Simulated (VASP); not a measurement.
# Ge (Im-3m) in VASP: a series of runs

Ge is run at these levels: revPBE; tasks: single point.

Everything below comes from runs of VASP 6.6.1. Logs are shortened: lines on timing, memory, paths and dates and some standing lists are left out, and cuts for length are marked.

**1. The cell of the first run**

It takes space group Im-3m (No. 229, cubic). The conventional cell has a = 3.402 Å, b = 3.402 Å, c = 3.402 Å, α = 90.00°, β = 90.00°, γ = 90.00°. Within 3.9 Å of Ge (site symmetry m-3m) lie 14 Ge at 2.95 to 3.40 Å.

This isn't the form of Ge at room conditions, which is diamond.

**2. Single point, revPBE**

INCAR reads:

```
PREC = Accurate
ENCUT = 520
EDIFF = 1E-6
ISMEAR = -1
SIGMA = 0.1
LREAL = False
LASPH = True
NELM = 60
ALGO = Normal
ISIF = 2
LWAVE = False
LCHARG = False
GGA = RE
NBANDS = 13
```

KPOINTS reads:

```
regular mesh
0
Gamma
  13 13 13
```

POSCAR reads:

```
Ge
1.0
   -1.7011250396      1.7011250396      1.7011250396
    1.7011250396     -1.7011250396      1.7011250396
    1.7011250396      1.7011250396     -1.7011250396
Ge
1
Direct
    0.0000000000      0.0000000000      0.0000000000
```

Potentials or basis: VASP PAW PBE potentials, release 64 (Ge_d).

Run with:

```bash
> cat potpaw_PBE.64/Ge_d/POTCAR > POTCAR
> mpirun -np 1 vasp_std > vasp.out
```

OUTCAR:

```text
PREC = Accurate
   ENCUT = 520
   EDIFF = 1E-6
   ISMEAR = -1
   LREAL = False
   LASPH = True
   NELM = 60
   ISIF = 2
   GGA = RE

 ion  position               nearest neighbor table
   1  0.000  0.000  0.000-

  LATTYP: Found a body centered cubic cell.
 ALAT       =     3.4022500792

  Lattice vectors:

 A1 = (  -1.7011250396,   1.7011250396,   1.7011250396)
 A2 = (   1.7011250396,  -1.7011250396,   1.7011250396)
 A3 = (   1.7011250396,   1.7011250396,  -1.7011250396)

Analysis of symmetry for initial positions (statically):
=====================================================================
 Subroutine PRICEL returns:
 Original cell was already a primitive cell.

 Routine SETGRP: Setting up the symmetry group for a
 body centered cubic supercell.

 Subroutine GETGRP returns: Found 48 space group operations
 (whereof 48 operations were pure point group operations)
 out of a pool of 48 trial point group operations.

The static configuration has the point symmetry O_h .

Analysis of symmetry for dynamics (positions and initial velocities):
=====================================================================
 Subroutine PRICEL returns:
 Original cell was already a primitive cell.

 Routine SETGRP: Setting up the symmetry group for a
 body centered cubic supercell.

 Subroutine GETGRP returns: Found 48 space group operations
 (whereof 48 operations were pure point group operations)
 out of a pool of 48 trial point group operations.

The dynamic configuration has the point symmetry O_h .

 Subroutine INISYM returns: Found 48 space group operations
 (whereof 48 operations are pure point group operations),
 and found     1 'primitive' translations

----------------------------------------------------------------------------------------

                                     Primitive cell

  volume of cell :      19.6910

  direct lattice vectors                    reciprocal lattice vectors
    -1.701125040  1.701125040  1.701125040     0.000000000  0.293923132  0.293923132
     1.701125040 -1.701125040  1.701125040     0.293923132  0.000000000  0.293923132
     1.701125040  1.701125040 -1.701125040     0.293923132  0.293923132  0.000000000

  length of vectors
     2.946434999  2.946434999  2.946434999     0.415670080  0.415670080  0.415670080

  position of ions in fractional coordinates (direct lattice)
     0.000000000  0.000000000  0.000000000

  ion indices of the primitive-cell ions
   primitive index   ion index
                 1           1

----------------------------------------------------------------------------------------

 KPOINTS: regular mesh

Automatic generation of k-mesh.
 Grid dimensions read from file:
 generate k-points for:   13   13   13

 Generating k-lattice:

  Cartesian coordinates                     Fractional coordinates (reciprocal lattice)
     0.000000000  0.022609472  0.022609472     0.076923077  0.000000000  0.000000000
     0.022609472  0.000000000  0.022609472     0.000000000  0.076923077  0.000000000
     0.022609472  0.022609472  0.000000000     0.000000000  0.000000000  0.076923077

  Length of vectors
     0.031974622  0.031974622  0.031974622

  Shift w.r.t. Gamma in fractional coordinates (k-lattice)
     0.000000000  0.000000000  0.000000000

 Subroutine IBZKPT returns following result:
 ===========================================

 Found     84 irreducible k-points:

 Following reciprocal coordinates:
            Coordinates               Weight
  0.000000  0.000000  0.000000      1.000000
  0.076923  0.000000  0.000000     12.000000
  0.153846  0.000000  0.000000     12.000000
  0.230769  0.000000  0.000000     12.000000
  0.307692  0.000000  0.000000     12.000000
  0.384615  0.000000  0.000000     12.000000
[... 16 lines left out ...]
  0.153846  0.076923  0.076923     24.000000
  0.230769  0.076923  0.076923     24.000000
 [... further k-points ...]
   k-points           NKPTS =     84   k-points in BZ     NKDIM =     84   number of bands    NBANDS=     13
   number of dos      NEDOS =    301   number of ions     NIONS =      1
   total plane-waves  NPLWV =  13824
   dimension x,y,z NGX =    24 NGY =   24 NGZ =   24
   dimension x,y,z NGXF=    48 NGYF=   48 NGZF=   48
   ions per type =               1
   NGX,Y,Z   is equivalent  to a cutoff of  13.54, 13.54, 13.54 a.u.
   NGXF,Y,Z  is equivalent  to a cutoff of  27.08, 27.08, 27.08 a.u.
 SYSTEM =  unknown system
   PREC   = accura    normal or accurate (medium, high low for compatibility)
   ISTART =      0    job   : 0-new  1-cont  2-samecut
   ICHARG =      2    charge: 1-file 2-atom 10-const
   ISPIN  =      1    spin polarized calculation?
   LNONCOLLINEAR =      F non collinear calculations
   LSORBIT =      F    spin-orbit coupling
   LASPH  =      T    aspherical Exc in radial PAW
   ENCUT  =  520.0 eV  38.22 Ry    6.18 a.u.   5.48  5.48  5.48*2*pi/ulx,y,z
   NELM   =     60;   NELMIN=  2; NELMDL= -5     # of ELM steps
   EDIFF  = 0.1E-05   stopping-criterion for ELM
   LREAL  =      F    real-space projection
   EDIFFG = 0.1E-04   stopping-criterion for IOM
   NSW    =      0    number of steps for IOM
   IBRION =     -1    ionic relax: 0-MD 1-quasi-New 2-CG
   NFREE  =      0    steps in history (QN), initial steepest desc. (CG)
   ISIF   =      2    stress and relaxation
   ISYM   =      2    0-nonsym 1-usesym 2-fastsym
   POTIM  = 0.5000    time-step for ionic-motion
   TEBEG  =    0.0;   TEEND  =   0.0 temperature during run
   PSTRESS=    0.0 pullay stress
   NELECT =      14.0000    total number of electrons
   NUPDOWN=      -1.0000    fix difference up-down
   EMIN   =  10.00;   EMAX   =-10.00  energy-range for DOS
   EFERMI =   0.00;   METHOD = LEGACY
   ISMEAR =    -1;   SIGMA  =   0.10  broadening in eV -4-tet -1-fermi 0-gaus
   EFERMI_NEDOS =   21; number of points for ismear=-14 and -15
   IALGO  =     38    algorithm
   IMIX   =      4    mixing-type and parameters
     AMIX     =   0.40;   BMIX     =  1.00
     AMIX_MAG =   1.60;   BMIX_MAG =  1.00
  volume/ion in A,a.u.               =      19.69       132.88
  Fermi-wavevector in a.u.,A,eV,Ry     =   1.461149  2.761172 29.047859  2.134957
  Thomas-Fermi vector in A             =   2.577515
   LORBIT       =      0    0 simple, 1 ext, 2 COOP (PROOUT), +10 PAW based schemes
   GGA     = RE    functional components
   LHFCALC =     F    Hartree Fock is set to
   AEXX    =    0.0000 exact exchange contribution
   IVDW    =     0    specifies the selected vdW correction
   LEPSILON=     F    determine dielectric tensor
   LRPA    =     F    only Hartree local field effects (RPA)
 non-spin polarized calculation
  energy-cutoff  :      520.00
  volume of cell :       19.69
 maximum number of plane-waves:       555
 NGX is ok and might be reduce to    24
   NGX = 11   NGY = 11   NGZ = 11

 number of electron      13.9999990 magnetization

 Free energy of the ion-electron system (eV)
  ---------------------------------------------------
  ext. energy  EPLUGINS =         0.00000000
  ---------------------------------------------------
  free energy    TOTEN  =        -3.88303278 eV

  energy without entropy =       -3.86344745  energy(sigma->0) =       -3.87324012

 E-fermi :   6.3884     XC(G=0): -11.0129

 val. band max:        6.3615134534   @ k =   0.3077   0.1538   0.1538
 cond. band min:       6.3916277794   @ k =  -0.4615   0.4615   0.3846
 fundamental gap:      0.0301143261
 Fermi energy:         6.3883777861

 k-point     1 :       0.0000    0.0000    0.0000
  band No.  band energies     occupation
      1     -18.3724      2.00000
      2     -18.3724      2.00000
      3     -18.3724      2.00000
      4     -18.2972      2.00000
      5     -18.2972      2.00000
      6      -6.3859      2.00000
      7      15.1882      0.00000
      8      15.1882      0.00000
      9      15.1883      0.00000
     10      21.0043      0.00000
     11      21.0043      0.00000
     12      21.0043      0.00000
     13      23.1136      0.00000

 k-point     2 :       0.0769    0.0000    0.0000
  band No.  band energies     occupation
      1     -18.3739      2.00000
      2     -18.3703      2.00000
      3     -18.3656      2.00000
      4     -18.2988      2.00000
      5     -18.2973      2.00000
      6      -6.2347      2.00000
      7      14.0356      0.00000
      8      14.6549      0.00000
      9      15.0467      0.00000
     10      20.0485      0.00000
     11      20.0872      0.00000
     12      21.8219      0.00000
     13      22.1225      0.00000

 k-point     3 :       0.1538    0.0000    0.0000
  band No.  band energies     occupation
      1     -18.3780      2.00000
      2     -18.3653      2.00000
      3     -18.3466      2.00000
      4     -18.3028      2.00000
      5     -18.2978      2.00000
      6      -5.7816      2.00000
      7      11.5643      0.00000
      8      13.5747      0.00000
      9      14.6530      0.00000
     10      18.5620      0.00000
     11      18.7388      0.00000
     12      21.7379      0.00000
     13      22.6687      0.00000

 k-point     4 :       0.2308    0.0000    0.0000
  band No.  band energies     occupation
      1     -18.3838      2.00000
      2     -18.3604      2.00000
      3     -18.3198      2.00000
      4     -18.3066      2.00000
      5     -18.2985      2.00000
      6      -5.0286      2.00000
      7       8.8008      0.00000
      8      12.4907      0.00000
      9      14.1163      0.00000
     10      17.3657      0.00000
     11      17.6383      0.00000
     12      21.9812      0.00000
     13      23.3820      0.00000

 k-point     5 :       0.3077    0.0000    0.0000
  band No.  band energies     occupation
      1     -18.3899      2.00000
      2     -18.3595      2.00000
      3     -18.3070      2.00000
      4     -18.2991      2.00000
      5     -18.2911      2.00000
      6      -3.9836      2.00000
      7       6.1233      1.86814
      8      11.6028      0.00000
      9      13.5860      0.00000
     10      16.4972      0.00000
     11      16.8037      0.00000
     12      22.7333      0.00000
     13      24.3400      0.00000

 k-point     6 :       0.3846    0.0000    0.0000
  band No.  band energies     occupation
      1     -18.3950      2.00000
      2     -18.3622      2.00000
      3     -18.3042      2.00000
      4     -18.2997      2.00000
      5     -18.2672      2.00000
      6      -2.6778      2.00000
      7       3.6903      2.00000
      8      10.9850      0.00000
      9      13.1785      0.00000
     10      15.9298      0.00000
     11      16.2456      0.00000
     12      23.8523      0.00000
     13      25.5515      0.00000

 k-point     7 :       0.4615    0.0000    0.0000
  band No.  band energies     occupation
      1     -18.3979      2.00000
      2     -18.3649      2.00000
      3     -18.3016      2.00000
      4     -18.3000      2.00000
      5     -18.2536      2.00000
      6      -1.2990      2.00000
      7       1.7388      2.00000
      8      10.6695      0.00000
      9      12.9605      0.00000
     10      15.6493      0.00000
     11      15.9664      0.00000
     12      25.0391      0.00000
     13      26.9868      0.00000
[... 193 lines left out ...]
 k-point    20 :       0.3846    0.2308   -0.0000
  band No.  band energies     occupation
      1     -18.3824      2.00000
      2     -18.3412      2.00000
      3     -18.3116      2.00000
      4     -18.2996      2.00000
      5     -18.2740      2.00000
      6      -0.1704      2.00000
      7       2.4038      2.00000
      8       5.7031      1.99789
      9      11.2868      0.00000
     10      18.0663      0.00000
     11      21.1825      0.00000
     12      23.0443      0.00000
     13      24.7289      0.00000

 k-point    21 :       0.3077    0.3077    0.0000
  band No.  band energies     occupation
      1     -18.3803      2.00000
      2     -18.3309      2.00000
      3     -18.3178      2.00000
      4     -18.2956      2.00000
      5     -18.2823      2.00000
      6       0.0355      2.00000
      7       3.2219      2.00000
      8       4.2665      2.00000
      9      11.1666      0.00000
     10      18.8510      0.00000
     11      20.8738      0.00000
     12      22.4061      0.00000
     13      27.2573      0.00000

 k-point    22 :       0.0769    0.0769    0.0769
  band No.  band energies     occupation
      1     -18.3739      2.00000
      2     -18.3739      2.00000
      3     -18.3318      2.00000
      4     -18.3009      2.00000
      5     -18.3009      2.00000
      6      -5.4800      2.00000
      7      10.7323      0.00000
      8      12.9639      0.00000
      9      12.9639      0.00000
     10      19.3668      0.00000
     11      19.3668      0.00000
     12      22.9709      0.00000
     13      22.9721      0.00000

 k-point    23 :       0.1538    0.0769    0.0769
  band No.  band energies     occupation
      1     -18.3796      2.00000
      2     -18.3683      2.00000
      3     -18.3099      2.00000
      4     -18.3041      2.00000
      5     -18.3002      2.00000
      6      -4.7287      2.00000
      7       8.6471      0.00000
      8      11.1441      0.00000
      9      12.1088      0.00000
     10      19.3101      0.00000
     11      19.3491      0.00000
     12      23.0097      0.00000
     13      23.6378      0.00000

 k-point    24 :       0.2308    0.0769    0.0769
  band No.  band energies     occupation
      1     -18.3852      2.00000
      2     -18.3623      2.00000
      3     -18.3061      2.00000
      4     -18.2999      2.00000
      5     -18.2885      2.00000
      6      -3.6884      2.00000
      7       6.2560      1.57977
      8       9.9300      0.00000
      9      11.3836      0.00000
     10      18.7889      0.00000
     11      19.1631      0.00000
     12      23.3926      0.00000
     13      24.6009      0.00000

 [... further k-points ...]
[... 5 lines left out ...]
  --------------------------------------------------------------------------------------
  -------------------------------------------------------------------------------------
  Total       -0.0104690     -0.0104690     -0.0104690      0.0000000     -0.0000000      0.0000000
  in kB       -0.8518202     -0.8518202     -0.8518202      0.0000000     -0.0000000      0.0000000
  external PRESSURE =      -0.8518202 kB  Pullay stress =       0.0000000 kB

 VOLUME and BASIS-vectors are now :
 -----------------------------------------------------------------------------
  energy-cutoff  :      520.00
  volume of cell :       19.69
      direct lattice vectors                 reciprocal lattice vectors
    -1.701125040  1.701125040  1.701125040     0.000000000  0.293923132  0.293923132
     1.701125040 -1.701125040  1.701125040     0.293923132  0.000000000  0.293923132
     1.701125040  1.701125040 -1.701125040     0.293923132  0.293923132  0.000000000

 POSITION                                       TOTAL-FORCE (eV/Angst)
 -----------------------------------------------------------------------------------
      0.00000      0.00000      0.00000         0.000000     -0.000000     -0.000000
 -----------------------------------------------------------------------------------
    total drift:                                0.000000      0.000000      0.000000

  FREE ENERGIE OF THE ION-ELECTRON SYSTEM (eV)
  ---------------------------------------------------
  free  energy   TOTEN  =        -3.8830327773 eV

  energy  without entropy=       -3.8634474530  energy(sigma->0) =       -3.87324012
```

It took 12 s on 1 thread of Intel Xeon 8259CL, shared host; peak memory 0.15 GiB.

Results:

```yaml
Free_energy: -3.8830 eV
Pressure: -0.1 GPa
Band_gap_on_the_k_mesh: zero (bands 7 and 8 overlap by 11.51 eV)
```

Levels at points of the mesh, in eV from the Fermi level:
```
           k point  band 3  band 4  band 5  band 6  band 7  band 8  band 9  band 10  band 11  band 12
(0.00, 0.00, 0.00)  -24.76  -24.69  -24.69  -12.77    8.80    8.80    8.80    14.62    14.62    14.62
```

Caveat: the PAW data sets were made with another functional, which shifts forces and pressure a little.

(Part 1 of 2 ends here.)
